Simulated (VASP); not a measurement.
# Rh (P6_3/mmc) in VASP: notebook

The runs below take Rh through relaxation of cell and atoms, with PBEsol+D3(BJ), LDA, BLYP+D3(BJ).

Everything below comes from runs of VASP 6.6.1. Logs are shortened: lines on timing, memory, paths and dates and some standing lists are left out, and cuts for length are marked.

### Step 1. The cell of the first run

Symmetry: P6_3/mmc, No. 194, hexagonal system. The conventional cell has a = 2.692 Å, b = 2.692 Å, c = 8.798 Å, α = 90.00°, β = 90.00°, γ = 120.00°. Within 3.5 Å of Rh (site symmetry -3m) lie 12 Rh at 2.69 Å. Within 3.5 Å of Rh (site symmetry -6m2) lie 12 Rh at 2.69 Å.

### Step 2. Relaxation of cell and atoms, PBEsol+D3(BJ)

INCAR

```
PREC = Accurate ; ENCUT = 600
EDIFF = 1E-6 ; ISMEAR = -1
SIGMA = 0.1 ; LREAL = F
LASPH = T ; NELM = 80
ALGO = Normal ; ISIF = 3
LWAVE = F ; LCHARG = F
GGA = PS ; IVDW = 12
IBRION = 2 ; NSW = 50
EDIFFG = -0.005
```

KPOINTS

```
regular mesh
0
Gamma
  10 10 3
```

POSCAR

```
Rh
1.0
    2.6917450000      0.0000000000      0.0000000000
   -1.3458725000      2.3311195505      0.0000000000
    0.0000000000      0.0000000000      8.7980700000
Rh
4
Direct
    0.0000000000      0.0000000000      0.0000000000
    0.0000000000      0.0000000000      0.5000000000
    0.3333333333      0.6666666667      0.2500000000
    0.6666666667      0.3333333333      0.7500000000
```

Potentials or basis: VASP PAW PBE potentials, release 64 (Rh_pv).

Started as:

```
$ cat potpaw_PBE.64/Rh_pv/POTCAR > POTCAR
$ mpirun -np 1 vasp_std > vasp.out
```

OUTCAR:

```text
PREC = Accurate
   ENCUT = 600
   EDIFF = 1E-6
   ISMEAR = -1
   LREAL = F
   LASPH = T
   NELM = 80
   ISIF = 3
   GGA = PS
   IVDW = 12
   IBRION = 2
   NSW = 50
   EDIFFG = -0.005
 IVDW          = 12

 ion  position               nearest neighbor table
   1  0.000  0.000  0.000-   3 2.69   4 2.69   3 2.69   4 2.69   4 2.69   3 2.69
   2  0.000  0.000  0.500-   3 2.69   4 2.69   3 2.69   4 2.69   4 2.69   3 2.69
   3  0.333  0.667  0.250-   1 2.69   2 2.69   1 2.69   2 2.69   1 2.69   2 2.69
   4  0.667  0.333  0.750-   1 2.69   2 2.69   1 2.69   2 2.69   1 2.69   2 2.69

  LATTYP: Found a hexagonal cell.
 ALAT       =     2.6917450000
 C/A-ratio  =     3.2685376958

  Lattice vectors:

 A1 = (   2.6917450000,   0.0000000000,   0.0000000000)
 A2 = (  -1.3458725000,   2.3311195505,   0.0000000000)
 A3 = (   0.0000000000,   0.0000000000,   8.7980700000)

Analysis of symmetry for initial positions (statically):
=====================================================================
 Subroutine PRICEL returns:
 Original cell was already a primitive cell.

 Routine SETGRP: Setting up the symmetry group for a
 hexagonal supercell.

 Subroutine GETGRP returns: Found 24 space group operations
 (whereof 12 operations were pure point group operations)
 out of a pool of 24 trial point group operations.

The static configuration has the point symmetry D_3d.
 The point group associated with its full space group is D_6h.

Analysis of symmetry for dynamics (positions and initial velocities):
=====================================================================
 Subroutine PRICEL returns:
 Original cell was already a primitive cell.

 Routine SETGRP: Setting up the symmetry group for a
 hexagonal supercell.

 Subroutine GETGRP returns: Found 24 space group operations
 (whereof 12 operations were pure point group operations)
 out of a pool of 24 trial point group operations.

The dynamic configuration has the point symmetry D_3d.
 The point group associated with its full space group is D_6h.

 Subroutine INISYM returns: Found 24 space group operations
 (whereof 12 operations are pure point group operations),
 and found     1 'primitive' translations

----------------------------------------------------------------------------------------

                                     Primitive cell

  volume of cell :      55.2059

  direct lattice vectors                    reciprocal lattice vectors
     2.691745000  0.000000000  0.000000000     0.371506216  0.214489214  0.000000000
    -1.345872500  2.331119550  0.000000000     0.000000000  0.428978428  0.000000000
     0.000000000  0.000000000  8.798070000     0.000000000  0.000000000  0.113661292

  length of vectors
     2.691745000  2.691745000  8.798070000     0.428978428  0.428978428  0.113661292

  position of ions in fractional coordinates (direct lattice)
     0.000000000  0.000000000  0.000000000
     0.000000000  0.000000000  0.500000000
     0.333333333  0.666666667  0.250000000
     0.666666667  0.333333333  0.750000000

  ion indices of the primitive-cell ions
   primitive index   ion index
                 1           1
                 2           2
                 3           3
                 4           4

----------------------------------------------------------------------------------------

 KPOINTS: regular mesh

Automatic generation of k-mesh.
 Grid dimensions read from file:
 generate k-points for:   10   10    3

 Generating k-lattice:

  Cartesian coordinates                     Fractional coordinates (reciprocal lattice)
     0.037150622  0.021448921  0.000000000     0.100000000  0.000000000  0.000000000
     0.000000000  0.042897843  0.000000000     0.000000000  0.100000000  0.000000000
     0.000000000  0.000000000  0.037887097     0.000000000  0.000000000  0.333333333

  Length of vectors
     0.042897843  0.042897843  0.037887097

  Shift w.r.t. Gamma in fractional coordinates (k-lattice)
     0.000000000  0.000000000  0.000000000

 Subroutine IBZKPT returns following result:
 ===========================================

 Found     28 irreducible k-points:

 Following reciprocal coordinates:
            Coordinates               Weight
  0.000000  0.000000  0.000000      1.000000
  0.100000 -0.000000  0.000000      6.000000
  0.200000 -0.000000  0.000000      6.000000
  0.300000 -0.000000  0.000000      6.000000
  0.400000 -0.000000  0.000000      6.000000
  0.500000 -0.000000  0.000000      3.000000
[... 16 lines left out ...]
  0.300000  0.100000  0.333333     24.000000
  0.400000  0.100000  0.333333     24.000000
 [... further k-points ...]
   k-points           NKPTS =     28   k-points in BZ     NKDIM =     28   number of bands    NBANDS=     36
   number of dos      NEDOS =    301   number of ions     NIONS =      4
   total plane-waves  NPLWV =  40320
   dimension x,y,z NGX =    24 NGY =   24 NGZ =   70
   dimension x,y,z NGXF=    48 NGYF=   48 NGZF=  140
   ions per type =               4
   NGX,Y,Z   is equivalent  to a cutoff of  14.82, 14.82, 13.23 a.u.
   NGXF,Y,Z  is equivalent  to a cutoff of  29.65, 29.65, 26.45 a.u.
 SYSTEM =  unknown system
   PREC   = accura    normal or accurate (medium, high low for compatibility)
   ISTART =      0    job   : 0-new  1-cont  2-samecut
   ICHARG =      2    charge: 1-file 2-atom 10-const
   ISPIN  =      1    spin polarized calculation?
   LNONCOLLINEAR =      F non collinear calculations
   LSORBIT =      F    spin-orbit coupling
   LASPH  =      T    aspherical Exc in radial PAW
   ENCUT  =  600.0 eV  44.10 Ry    6.64 a.u.   5.38  5.38 17.57*2*pi/ulx,y,z
   NELM   =     80;   NELMIN=  2; NELMDL= -5     # of ELM steps
   EDIFF  = 0.1E-05   stopping-criterion for ELM
   LREAL  =      F    real-space projection
   EDIFFG = -.5E-02   stopping-criterion for IOM
   NSW    =     50    number of steps for IOM
   IBRION =      2    ionic relax: 0-MD 1-quasi-New 2-CG
   NFREE  =      1    steps in history (QN), initial steepest desc. (CG)
   ISIF   =      3    stress and relaxation
   ISYM   =      2    0-nonsym 1-usesym 2-fastsym
   POTIM  = 0.5000    time-step for ionic-motion
   TEBEG  =    0.0;   TEEND  =   0.0 temperature during run
   PSTRESS=    0.0 pullay stress
   NELECT =      60.0000    total number of electrons
   NUPDOWN=      -1.0000    fix difference up-down
   EMIN   =  10.00;   EMAX   =-10.00  energy-range for DOS
   EFERMI =   0.00;   METHOD = LEGACY
   ISMEAR =    -1;   SIGMA  =   0.10  broadening in eV -4-tet -1-fermi 0-gaus
   EFERMI_NEDOS =   21; number of points for ismear=-14 and -15
   IALGO  =     38    algorithm
   IMIX   =      4    mixing-type and parameters
     AMIX     =   0.40;   BMIX     =  1.00
     AMIX_MAG =   1.60;   BMIX_MAG =  1.00
  volume/ion in A,a.u.               =      13.80        93.14
  Fermi-wavevector in a.u.,A,eV,Ry     =   1.683178  3.180745 38.546489  2.833087
  Thomas-Fermi vector in A             =   2.766425
   LORBIT       =      0    0 simple, 1 ext, 2 COOP (PROOUT), +10 PAW based schemes
   GGA     = PS    functional components
   LHFCALC =     F    Hartree Fock is set to
   AEXX    =    0.0000 exact exchange contribution
   IVDW    =    12    specifies the selected vdW correction
   LEPSILON=     F    determine dielectric tensor
   LRPA    =     F    only Hartree local field effects (RPA)
 conjugate gradient relaxation of ions
 non-spin polarized calculation
  energy-cutoff  :      600.00
  volume of cell :       55.21
 maximum number of plane-waves:      1895
 NGX is ok and might be reduce to    24
   NGX = 11   NGY = 11   NGZ = 35

--------------------------------------- Ionic step        1  -------------------------------------------

 number of electron      59.9999979 magnetization

 Free energy of the ion-electron system (eV)
  ---------------------------------------------------
  ext. energy  EPLUGINS =         0.00000000
  ---------------------------------------------------
  free energy    TOTEN  =       -32.57653028 eV

  energy without entropy =      -32.38924852  energy(sigma->0) =      -32.48288940

------------------------ aborting loop because EDIFF is reached ----------------------------------------

 Edisp (eV)   -2.42344

 E8    (eV) :    -1.6325

  FORCE on cell =-STRESS in cart. coord.  units (eV):
  Direction    XX          YY          ZZ          XY          YZ          ZX
  --------------------------------------------------------------------------------------
  -------------------------------------------------------------------------------------
  Total      -4.40820    -4.40820    -4.32270     0.00000     0.00000     0.00000
  in kB    -127.93395  -127.93395  -125.45256     0.00000     0.00000     0.00000
  external pressure =     -127.11 kB  Pullay stress =        0.00 kB
[... 103 lines left out ...]
  FREE ENERGIE OF THE ION-ELECTRON SYSTEM (eV)
  ---------------------------------------------------
  free  energy   TOTEN  =       -35.0998677198 eV

  energy  without entropy=      -34.9252341893  energy(sigma->0) =      -35.01255095

[... ionic steps 4 to 9 ...]

--------------------------------------- Ionic step       10  -------------------------------------------

 number of electron      60.0000005 magnetization

------------------------ aborting loop because EDIFF is reached ----------------------------------------

 Edisp (eV)   -2.53492

 E8    (eV) :    -1.7076
[... 73 lines left out ...]
  energy  without entropy=      -34.9260352539  energy(sigma->0) =      -35.01306146

--------------------------------------- Ionic step       12  -------------------------------------------

 number of electron      60.0000005 magnetization

 Free energy of the ion-electron system (eV)
  ---------------------------------------------------
  ext. energy  EPLUGINS =         0.00000000
  ---------------------------------------------------
  free energy    TOTEN  =       -32.56466110 eV

  energy without entropy =      -32.39071252  energy(sigma->0) =      -32.47768681

 E-fermi :  12.5672     XC(G=0): -14.4827

 val. band max:       12.5637757133   @ k =   0.3000   0.1000   0.3333
 cond. band min:      12.5979690496   @ k =   0.4000  -0.0000   0.3333
 fundamental gap:      0.0341933363
 Fermi energy:        12.5672211287

 k-point     1 :       0.0000    0.0000    0.0000
  band No.  band energies     occupation
      1     -34.7137      2.00000
      2     -34.3004      2.00000
      3     -34.3000      2.00000
      4     -33.9937      2.00000
      5     -33.9937      2.00000
      6     -33.9470      2.00000
[... 925 lines left out ...]
     35      17.3324      0.00000
     36      18.5981      0.00000

 [... further k-points ...]

------------------------ aborting loop because EDIFF is reached ----------------------------------------

 Edisp (eV)   -2.53543

 E8    (eV) :    -1.7079

  FORCE on cell =-STRESS in cart. coord.  units (eV):
  Direction    XX          YY          ZZ          XY          YZ          ZX
  --------------------------------------------------------------------------------------
  -------------------------------------------------------------------------------------
  Total       0.00194     0.00194    -0.00142     0.00000     0.00000    -0.00000
  in kB       0.05896     0.05896    -0.04310     0.00000     0.00000    -0.00000
  external pressure =        0.02 kB  Pullay stress =        0.00 kB
[... 19 lines left out ...]
  FREE ENERGIE OF THE ION-ELECTRON SYSTEM (eV)
  ---------------------------------------------------
  free  energy   TOTEN  =       -35.1000894624 eV

  energy  without entropy=      -34.9261408864  energy(sigma->0) =      -35.01311517

 reached required accuracy - stopping structural energy minimisation
```

Wall time 3.9 min (1 thread of AMD EPYC 9R45 (Zen 5), shared host); peak memory 0.2 GiB.

What came out:

```
Free energy                            : -35.1001 eV
Relaxed volume                         : 13.20 Å³/atom
Relaxed cell                           : a = 2.651 Å, b = 2.651 Å, c = 8.674 Å, α = 90.00°, β = 90.00°, γ = 120.00°
Space group after relaxing (to 0.05 Å) : P6_3/mmc (No. 194)
Energy gained by relaxing              : 25.0 meV/atom
Ionic steps                            : 12
Pressure after relaxing                : 0.0 GPa
Band gap on the k mesh                 : zero (band 30 reaches 13.45 eV, above the bottom of band 31 at 11.46 eV)
Dispersion energy per atom             : -0.634 eV
```

Step by step:
| step | energy change (eV) | largest force (eV/Å) | pressure (GPa) | volume (Å³) |
| --- | --- | --- | --- | --- |
| 1 | 0.0000 | 0.0000 | -12.71 | 55.21 |
| 2 | 0.7249 | 0.0000 | 50.65 | 46.91 |
| 3 | -0.0999 | 0.0000 | -0.64 | 52.90 |
| 4 | -0.1001 | 0.0000 | -0.12 | 52.81 |
| 5 | -0.1001 | 0.0000 | 0.17 | 52.76 |
| 6 | -0.1000 | 0.0000 | -0.36 | 52.85 |
| 7 | -0.1001 | 0.0000 | -0.03 | 52.80 |
| 8 | -0.1001 | 0.0000 | -0.02 | 52.80 |
| 9 | -0.1001 | 0.0000 | -0.19 | 52.83 |
| 10 | -0.1001 | 0.0000 | -0.07 | 52.80 |
| 11 | -0.1001 | 0.0000 | -0.05 | 52.80 |
| 12 | -0.1001 | 0.0000 | 0.00 | 52.79 |

Final structure:
```cif
data_structure
_symmetry_space_group_name_H-M 'P 1'
_symmetry_Int_Tables_number 1
_cell_length_a 2.6510
_cell_length_b 2.6510
_cell_length_c 8.6738
_cell_angle_alpha 90.000
_cell_angle_beta 90.000
_cell_angle_gamma 120.000
_cell_volume 52.79
loop_
_atom_site_label
_atom_site_type_symbol
_atom_site_fract_x
_atom_site_fract_y
_atom_site_fract_z
_atom_site_occupancy
Rh1 Rh 0.00000 0.00000 0.00000 1
Rh2 Rh 0.00000 0.00000 0.50000 1
Rh3 Rh 0.33333 0.66667 0.25000 1
Rh4 Rh 0.66667 0.33333 0.75000 1
```

Caveat: the PAW data sets were made with another functional, which shifts forces and pressure a little; pairwise dispersion overbinds metals, which lowers pressure and volume.

### Step 3. Relaxation of cell and atoms, LDA

INCAR

```
SYSTEM = Rh
PREC = Accurate
ENCUT = 600
EDIFF = 1E-7
ISMEAR = -1
SIGMA = 0.1
LREAL = .FALSE.
LASPH = .TRUE.
NELM = 100
ALGO = Normal
ISIF = 3
LWAVE = .FALSE.
LCHARG = .FALSE.
IBRION = 2
NSW = 50
EDIFFG = -0.005
```

KPOINTS

```
Automatic mesh
0
G
  10 10 3
  0 0 0
```

POSCAR is that of step 2.

Potentials or basis: VASP PAW LDA potentials, release 64 (Rh_pv).

Started as:

```
$ cat potpaw_LDA.64/Rh_pv/POTCAR > POTCAR
$ mpirun -np 1 vasp_std > vasp.out
```

Run time: 3.3 min. Hardware: 1 thread of AMD EPYC 9R45 (Zen 5), shared host; peak memory 0.17 GiB.

The run converged. Its results:

```
Free energy                            : -34.7746 eV
Relaxed volume                         : 13.29 Å³/atom
Relaxed cell                           : a = 2.657 Å, b = 2.657 Å, c = 8.693 Å, α = 90.00°, β = 90.00°, γ = 120.00°
Space group after relaxing (to 0.05 Å) : P6_3/mmc (No. 194)
Energy gained by relaxing              : 17.9 meV/atom
Ionic steps                            : 9
Pressure after relaxing                : 0.0 GPa
Band gap on the k mesh                 : zero (band 30 reaches 13.26 eV, above the bottom of band 31 at 11.30 eV)
```

Step by step:
```
step  energy change (eV)  largest force (eV/Å)  pressure (GPa)  volume (Å³)
   1              0.0000                0.0000          -10.79        55.21
   2              0.5058                0.0000           40.49        48.11
   3             -0.0715                0.0000           -0.46        53.24
   4             -0.0716                0.0000           -0.07        53.17
   5             -0.0715                0.0000            0.16        53.13
   6             -0.0715                0.0000           -0.35        53.22
   7             -0.0716                0.0000           -0.05        53.17
   8             -0.0716                0.0000           -0.03        53.16
   9             -0.0716                0.0000            0.01        53.16
```

Final structure:
```xyz
4
Lattice="2.6572 0.0000 0.0000 -1.3286 2.3012 0.0000 0.0000 0.0000 8.6933" Properties=species:S:1:pos:R:3 pbc="T T T"
Rh    2.6572    0.0000    0.0000
Rh    2.6572    0.0000    4.3466
Rh    0.0000    1.5341    2.1733
Rh    1.3286    0.7671    6.5200
```

Levels at points of the mesh, in eV from the Fermi level:
| k point | band 27 | band 28 | band 29 | band 30 | band 31 | band 32 |
| --- | --- | --- | --- | --- | --- | --- |
| (0.00, 0.00, 0.00) | -2.83 | -1.54 | -1.54 | -0.91 | -0.91 | -0.38 |
| (0.50, 0.00, 0.00) | 0.59 | 0.62 | 0.70 | 0.87 | 0.87 | 0.91 |

[end of part 1 of 2]
